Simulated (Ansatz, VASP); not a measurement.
# One calculation of W, two programs

```
W
1.0
    -1.66119    1.66119    1.46952
     1.66119   -1.66119    1.46952
     1.66119    1.66119   -1.46952
W
1
Direct
  0.00000 0.00000 0.00000
```

Change from the starting cell: strain +0.040 along x and y, -0.080 along z, atoms carried along.

Alike in both runs: task single point; functional r2SCAN; k mesh 14 × 14 × 14; occupations gaussian, width 0.15 eV; no spin polarisation.

|  | VASP | Ansatz |
| --- | --- | --- |
| version | VASP 6.6.1 | Ansatz 0.2.0 |
| potentials or method | VASP PAW PBE potentials, release 64 (W_sv), cutoff 520 eV | scalar-relativistic, plane waves, PAW |
| valence electrons in the cell | 14 | 14 |

Ansatz gave:

| Property | Result |
| --- | --- |
| gap on the k mesh at the Fermi level (eV) | none |
| pressure (GPa) | -3.6 |
| traceless stress, the component that is largest in VASP (GPa) | 25.58 |

Q: What did VASP give for the same quantities?

A: gap on the k mesh at the Fermi level (eV): none; pressure (GPa): -2.5; traceless stress, the component that is largest in VASP (GPa): 25.53.

VASP's potentials were made for PBE, not for r2SCAN. A gap of «none» marks a metal or a gap that the smearing closes.

Spin-orbit coupling is off throughout.
